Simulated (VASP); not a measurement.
# Hf in VASP: settings compared

Hf is run at these levels: PBEsol, PBE, B3LYP5; tasks: single point.

Program: VASP 6.6.1. These are calculated values, not measurements. Logs are shortened: lines on timing, memory, paths and dates and some standing lists are left out, and cuts for length are marked.

### Step 1. The cell of the first run

It takes space group P6_3/mmc (No. 194, hexagonal). Conventional cell: a = 3.325 Å, b = 3.325 Å, c = 5.058 Å, α = 90.00°, β = 90.00°, γ = 120.00°. Within 4.2 Å of Hf (site symmetry -6m2) lie 12 Hf at 3.17 to 3.32 Å.

### Step 2. Single point, PBEsol

Contents of INCAR:

```
SYSTEM = Hf
PREC = Accurate
ENCUT = 500
EDIFF = 1E-6
ISMEAR = -1
SIGMA = 0.05
LREAL = .FALSE.
LASPH = .TRUE.
NELM = 120
ALGO = Normal
ISIF = 2
LWAVE = .FALSE.
LCHARG = .FALSE.
GGA = PS
NBANDS = 17
GGA_COMPAT = .FALSE.
```

Contents of KPOINTS:

```
Automatic mesh
0
G
  10 10 5
  0 0 0
```

Contents of POSCAR:

```
Hf
1.0
    3.3245680000      0.0000000000      0.0000000000
   -1.6622840000      2.8791603446      0.0000000000
    0.0000000000      0.0000000000      5.0578000000
Hf
2
Direct
    0.6666666667      0.3333333333      0.7500000000
    0.3333333333      0.6666666667      0.2500000000
```

Potentials or basis: VASP PAW PBE potentials, release 64 (Hf_pv).

On the command line:

```
> cat potpaw_PBE.64/Hf_pv/POTCAR > POTCAR
> mpirun -np 1 vasp_std > vasp.out
```

OUTCAR:

```text
SYSTEM = Hf
   PREC = Accurate
   ENCUT = 500
   EDIFF = 1E-6
   ISMEAR = -1
   LREAL = .FALSE.
   LASPH = .TRUE.
   NELM = 120
   ISIF = 2
   GGA = PS

 ion  position               nearest neighbor table
   1  0.667  0.333  0.750-   2 3.17   2 3.17   2 3.17   2 3.17   2 3.17   2 3.17
   2  0.333  0.667  0.250-   1 3.17   1 3.17   1 3.17   1 3.17   1 3.17   1 3.17

  LATTYP: Found a hexagonal cell.
 ALAT       =     3.3245680000
 C/A-ratio  =     1.5213405170

  Lattice vectors:

 A1 = (   3.3245680000,   0.0000000000,   0.0000000000)
 A2 = (  -1.6622840000,   2.8791603446,   0.0000000000)
 A3 = (   0.0000000000,   0.0000000000,   5.0578000000)

Analysis of symmetry for initial positions (statically):
=====================================================================
 Subroutine PRICEL returns:
 Original cell was already a primitive cell.

 Routine SETGRP: Setting up the symmetry group for a
 hexagonal supercell.

 Subroutine GETGRP returns: Found 24 space group operations
 (whereof 12 operations were pure point group operations)
 out of a pool of 24 trial point group operations.

The static configuration has the point symmetry D_3d.
 The point group associated with its full space group is D_6h.

Analysis of symmetry for dynamics (positions and initial velocities):
=====================================================================
 Subroutine PRICEL returns:
 Original cell was already a primitive cell.

 Routine SETGRP: Setting up the symmetry group for a
 hexagonal supercell.

 Subroutine GETGRP returns: Found 24 space group operations
 (whereof 12 operations were pure point group operations)
 out of a pool of 24 trial point group operations.

The dynamic configuration has the point symmetry D_3d.
 The point group associated with its full space group is D_6h.

 Subroutine INISYM returns: Found 24 space group operations
 (whereof 12 operations are pure point group operations),
 and found     1 'primitive' translations

----------------------------------------------------------------------------------------

                                     Primitive cell

  volume of cell :      48.4131

[... 75 lines left out ...]
   ions per type =               2
   NGX,Y,Z   is equivalent  to a cutoff of  12.00, 12.00, 13.15 a.u.
   NGXF,Y,Z  is equivalent  to a cutoff of  24.00, 24.00, 26.30 a.u.
 SYSTEM =  Hf
   PREC   = accura    normal or accurate (medium, high low for compatibility)
   ISTART =      0    job   : 0-new  1-cont  2-samecut
   ICHARG =      2    charge: 1-file 2-atom 10-const
   ISPIN  =      1    spin polarized calculation?
   LNONCOLLINEAR =      F non collinear calculations
   LSORBIT =      F    spin-orbit coupling
   LASPH  =      T    aspherical Exc in radial PAW
   ENCUT  =  500.0 eV  36.75 Ry    6.06 a.u.   6.06  6.06  9.22*2*pi/ulx,y,z
   NELM   =    120;   NELMIN=  2; NELMDL= -5     # of ELM steps
   EDIFF  = 0.1E-05   stopping-criterion for ELM
   LREAL  =      F    real-space projection
   EDIFFG = 0.1E-04   stopping-criterion for IOM
   NSW    =      0    number of steps for IOM
   IBRION =     -1    ionic relax: 0-MD 1-quasi-New 2-CG
   NFREE  =      0    steps in history (QN), initial steepest desc. (CG)
   ISIF   =      2    stress and relaxation
   ISYM   =      2    0-nonsym 1-usesym 2-fastsym
   POTIM  = 0.5000    time-step for ionic-motion
   TEBEG  =    0.0;   TEEND  =   0.0 temperature during run
   PSTRESS=    0.0 pullay stress
   NELECT =      20.0000    total number of electrons
   NUPDOWN=      -1.0000    fix difference up-down
   EMIN   =  10.00;   EMAX   =-10.00  energy-range for DOS
   EFERMI =   0.00;   METHOD = LEGACY
   ISMEAR =    -1;   SIGMA  =   0.05  broadening in eV -4-tet -1-fermi 0-gaus
   EFERMI_NEDOS =   21; number of points for ismear=-14 and -15
   IALGO  =     38    algorithm
   IMIX   =      4    mixing-type and parameters
     AMIX     =   0.40;   BMIX     =  1.00
     AMIX_MAG =   1.60;   BMIX_MAG =  1.00
  volume/ion in A,a.u.               =      24.21       163.35
  Fermi-wavevector in a.u.,A,eV,Ry     =   1.219263  2.304072 20.226439  1.486601
  Thomas-Fermi vector in A             =   2.354521
   LORBIT       =      0    0 simple, 1 ext, 2 COOP (PROOUT), +10 PAW based schemes
   GGA     = PS    functional components
   LHFCALC =     F    Hartree Fock is set to
   AEXX    =    0.0000 exact exchange contribution
   IVDW    =     0    specifies the selected vdW correction
   LEPSILON=     F    determine dielectric tensor
   LRPA    =     F    only Hartree local field effects (RPA)
 non-spin polarized calculation
  energy-cutoff  :      500.00
  volume of cell :       48.41
 maximum number of plane-waves:      1244
   NGX = 13   NGY = 13   NGZ = 19

 number of electron      19.9999998 magnetization

 Free energy of the ion-electron system (eV)
  ---------------------------------------------------
  ext. energy  EPLUGINS =         0.00000000
  ---------------------------------------------------
  free energy    TOTEN  =       -20.80007603 eV

  energy without entropy =      -20.78727042  energy(sigma->0) =      -20.79367323

 E-fermi :   4.2217     XC(G=0): -11.0342

 val. band max:        4.2153873562   @ k =   0.1000   0.1000   0.2000
 cond. band min:       4.2317470102   @ k =   0.1000   0.1000   0.4000
 fundamental gap:      0.0163596540
 Fermi energy:         4.2216995925

 k-point     1 :       0.0000    0.0000    0.0000
  band No.  band energies     occupation
      1     -26.9247      2.00000
      2     -26.3486      2.00000
      3     -26.3486      2.00000
      4     -26.2259      2.00000
      5     -26.2259      2.00000
      6     -26.2008      2.00000
[... 457 lines left out ...]
      4     -26.4576      2.00000
      5     -26.3637      2.00000
      6     -26.3098      2.00000
[... 9 lines left out ...]
     16       9.5604      0.00000
     17      10.1866      0.00000

 [... further k-points ...]
[... 5 lines left out ...]
  --------------------------------------------------------------------------------------
  -------------------------------------------------------------------------------------
  Total       -3.6320761     -3.6320761     -2.6200114      0.0000000      0.0000000     -0.0000000
  in kB     -120.1995367   -120.1995367    -86.7063772      0.0000000      0.0000000     -0.0000000
  external PRESSURE =    -109.0351502 kB  Pullay stress =       0.0000000 kB

 VOLUME and BASIS-vectors are now :
 -----------------------------------------------------------------------------
  energy-cutoff  :      500.00
  volume of cell :       48.41
      direct lattice vectors                 reciprocal lattice vectors
     3.324568000  0.000000000  0.000000000     0.300790960  0.173661742  0.000000000
    -1.662284000  2.879160345  0.000000000     0.000000000  0.347323483  0.000000000
     0.000000000  0.000000000  5.057800000     0.000000000  0.000000000  0.197714421

 POSITION                                       TOTAL-FORCE (eV/Angst)
 -----------------------------------------------------------------------------------
      1.66228      0.95972      3.79335        -0.000000      0.000000      0.000000
     -0.00000      1.91944      1.26445         0.000000     -0.000000      0.000000
 -----------------------------------------------------------------------------------
    total drift:                               -0.000000      0.000000     -0.000000

  FREE ENERGIE OF THE ION-ELECTRON SYSTEM (eV)
  ---------------------------------------------------
  free  energy   TOTEN  =       -20.8000760310 eV

  energy  without entropy=      -20.7872704244  energy(sigma->0) =      -20.79367323
```

stdout:

```text
POSCAR found type information on POSCAR Hf
 POSCAR found :  1 types and       2 ions
 scaLAPACK will be used
 -----------------------------------------------------------------------------
|                                                                             |
|                                                                             |
|     You enforced a specific xc type in the INCAR file but a different       |
|     I HOPE YOU KNOW WHAT YOU ARE DOING!                                     |
|                                                                             |
 -----------------------------------------------------------------------------

 LDA part: xc-table for (Slater+PW92), standard interpolation
 POSCAR, INCAR and KPOINTS ok, starting setup
 FFT: planning ... GRIDC
 FFT: planning ... GRID_SOFT
 FFT: planning ... GRID
 WAVECAR not read
 entering main loop
```

Wall time 36 s (1 thread of Intel Xeon 8259CL, shared host); peak memory 0.17 GiB.

What came out:

```yaml
Free_energy: -20.8001 eV
Pressure: -10.9 GPa
Band_gap_on_the_k_mesh: zero (bands 10 and 11 overlap by 1.39 eV)
```

Levels at points of the mesh, in eV from the Fermi level:
```
           k point  band 7  band 8  band 9  band 10  band 11  band 12  band 13  band 14
(0.00, 0.00, 0.00)   -7.10   -3.37    0.75     1.07     1.07     1.74     1.90     1.90
(0.50, 0.00, 0.00)   -3.28   -2.47   -1.92    -1.01     0.55     0.97     1.76     5.13
```

Caveat: the cell stands under tension; the PAW data sets were made with another functional, which shifts forces and pressure a little; spin-orbit coupling is left out, which moves the levels of the heavy elements.

### Step 3. Single point, PBE

This run uses another cell than the first one, of 22.37 Å³/atom.

Contents of INCAR:

```
SYSTEM = Hf
  ALGO = Fast
  EDIFF = 1E-7
  ENCUT = 520
  GGA = PE
  ISIF = 2
  ISMEAR = -1
  LASPH = .TRUE.
  LCHARG = .FALSE.
  LREAL = .FALSE.
  LWAVE = .FALSE.
  NBANDS = 17
  NELM = 80
  PREC = Accurate
  SIGMA = 0.05
```

Contents of KPOINTS:

```
k-points
0
G
  10 10 5
  0 0 0
```

Contents of POSCAR:

```
Hf
1.0
    3.1967000000     -0.0639340000      0.0000000000
   -1.6537184682      2.8003904083      0.0000000000
    0.0000000000      0.0000000000      5.0578000000
Hf
2
Direct
    0.6666666667      0.3333333333      0.7500000000
    0.3333333333      0.6666666667      0.2500000000
```

Potentials or basis: VASP PAW PBE potentials, release 64 (Hf_pv).

On the command line:

```
> cat potpaw_PBE.64/Hf_pv/POTCAR > POTCAR
> mpirun -np 1 vasp_std > vasp.out
```

OUTCAR:

```text
SYSTEM = Hf
   EDIFF = 1E-7
   ENCUT = 520
   GGA = PE
   ISIF = 2
   ISMEAR = -1
   LASPH = .TRUE.
   LREAL = .FALSE.
   NELM = 80
   PREC = Accurate

 ion  position               nearest neighbor table
   1  0.667  0.333  0.750-   2 3.11   2 3.11   2 3.13   2 3.13   2 3.15   2 3.15
   2  0.333  0.667  0.250-   1 3.11   1 3.11   1 3.13   1 3.13   1 3.15   1 3.15

  LATTYP: Found a simple monoclinic cell.
 ALAT       =     3.1414941798
 B/A-ratio  =     1.6099982080
 C/A-ratio  =     1.0177766034
 COS(beta)  =    -0.4736455830

[... 195 lines left out ...]
      5     -25.2890      2.00000
      6     -25.2594      2.00000
[... 457 lines left out ...]
      4     -25.4731      2.00000
      5     -25.3717      2.00000
      6     -25.3324      2.00000
[... 9 lines left out ...]
     16       8.9823      0.00000
     17      10.9496      0.00000

 [... further k-points ...]
[... 5 lines left out ...]
  --------------------------------------------------------------------------------------
  -------------------------------------------------------------------------------------
  Total        0.1290060      0.1497174     -0.0160555      0.7408418      0.0000000      0.0000000
  in kB        4.6195330      5.3611806     -0.5749251     26.5285649      0.0000000      0.0000000
  external PRESSURE =       3.1352628 kB  Pullay stress =       0.0000000 kB

 VOLUME and BASIS-vectors are now :
 -----------------------------------------------------------------------------
  energy-cutoff  :      520.00
  volume of cell :       44.74
      direct lattice vectors                 reciprocal lattice vectors
     3.196700000 -0.063934000  0.000000000     0.316561387  0.186939439  0.000000000
    -1.653718468  2.800390408  0.000000000     0.007227219  0.361360967  0.000000000
     0.000000000  0.000000000  5.057800000     0.000000000  0.000000000  0.197714421

 POSITION                                       TOTAL-FORCE (eV/Angst)
 -----------------------------------------------------------------------------------
      1.57989      0.89084      3.79335        -0.100336     -0.001987      0.000000
     -0.03691      1.84562      1.26445         0.100336      0.001987      0.000000
 -----------------------------------------------------------------------------------
    total drift:                               -0.000000      0.000000     -0.000000

  FREE ENERGIE OF THE ION-ELECTRON SYSTEM (eV)
  ---------------------------------------------------
  free  energy   TOTEN  =       -19.8401654765 eV

  energy  without entropy=      -19.8284700870  energy(sigma->0) =      -19.83431778
```

stdout:

```text
POSCAR found type information on POSCAR Hf
 POSCAR found :  1 types and       2 ions
 scaLAPACK will be used
 LDA part: xc-table for (Slater+PW92), standard interpolation
 POSCAR, INCAR and KPOINTS ok, starting setup
 FFT: planning ... GRIDC
 FFT: planning ... GRID_SOFT
 FFT: planning ... GRID
 WAVECAR not read
 entering main loop
```

Run time: 90 s. Hardware: 1 thread of Intel Xeon Platinum 8259CL at 2.50GHz (Skylake/Cascade Lake), shared host; peak memory 0.23 GiB.

What came out:

- Free energy: -19.8402 eV
- Pressure: 0.3 GPa
- Largest force: 0.100 eV/Å
- Band gap on the k mesh: zero (bands 10 and 11 overlap by 1.20 eV)

Forces on the atoms (eV/Å):
```
Hf  -0.100 -0.002  0.000
Hf   0.100  0.002  0.000
```

Stress tensor (GPa, compression positive):
```
 0.46  2.65  0.00
 2.65  0.54  0.00
 0.00  0.00 -0.06
```

Caveat: spin-orbit coupling is left out, which moves the levels of the heavy elements.

### Step 4. Single point, B3LYP5

This run uses another cell than the first one, of 21.04 Å³/atom.

Contents of POSCAR:

```
Hf
1.0
    3.1314429137      0.0000000000      0.0000000000
   -1.5657214569      2.7119091138      0.0000000000
    0.0000000000      0.0000000000      4.9545506207
Hf
2
Direct
    0.6666666667      0.3333333333      0.7500000000
    0.3333333333      0.6666666667      0.2500000000
```

Contents of INCAR.step1:

```
ALGO = Normal
EDIFF = 1E-5
ENCUT = 520
GGA = PE
ISIF = 2
ISMEAR = -1
LASPH = True
LCHARG = False
LREAL = False
LWAVE = True
NBANDS = 17
NELM = 60
PREC = Accurate
SIGMA = 0.05
```

Contents of INCAR.step2:

```
AEXX = 0.2
AGGAC = 0.81
AGGAX = 0.72
ALDAC = 0.19
ALGO = Normal
EDIFF = 1E-6
ENCUT = 520
GGA = B5
ISIF = 2
ISMEAR = -1
ISTART = 1
LASPH = True
LCHARG = False
LHFCALC = True
LREAL = False
LWAVE = False
NBANDS = 17
NELM = 60
PREC = Accurate
PRECFOCK = Normal
SIGMA = 0.05
```

Contents of KPOINTS:

```
k-points
0
Gamma
  5 5 3
```

On the command line:

```
> cat potpaw_PBE.64/Hf_pv/POTCAR > POTCAR
> cp INCAR.step1 INCAR
> mpirun -np 1 vasp_std > vasp.out
> cp INCAR.step2 INCAR
> mpirun -np 1 vasp_std > vasp.out
```

Wall time 17 min (1 thread of Intel Xeon Platinum 8259CL at 2.50GHz (Skylake/Cascade Lake), shared host); peak memory 0.17 GiB.

It converged, with:

```yaml
Free_energy: -21.1569 eV
Pressure: 9.1 GPa
Band_gap_on_the_k_mesh: zero (bands 10 and 11 overlap by 1.74 eV)
```

Stress tensor (GPa, compression positive):
```
10.98  0.00  0.00
 0.00 10.98  0.00
 0.00  0.00  5.44
```

Levels at points of the mesh, in eV from the Fermi level:
| k point | band 7 | band 8 | band 9 | band 10 | band 11 | band 12 | band 13 | band 14 |
| --- | --- | --- | --- | --- | --- | --- | --- | --- |
| (0.00, 0.00, 0.00) | -8.61 | -4.55 | 1.21 | 1.74 | 1.74 | 2.21 | 2.82 | 2.82 |

Caveat: the k points lie up to 0.46 Å⁻¹ apart, too coarse for converged energies and pressures of a metal; the PAW data sets were made with another functional, which shifts forces and pressure a little; spin-orbit coupling is left out, which moves the levels of the heavy elements.

(Part 1 of 2 ends here.)

The gap in the log of VASP goes by the Fermi energy; the results here count the filled bands.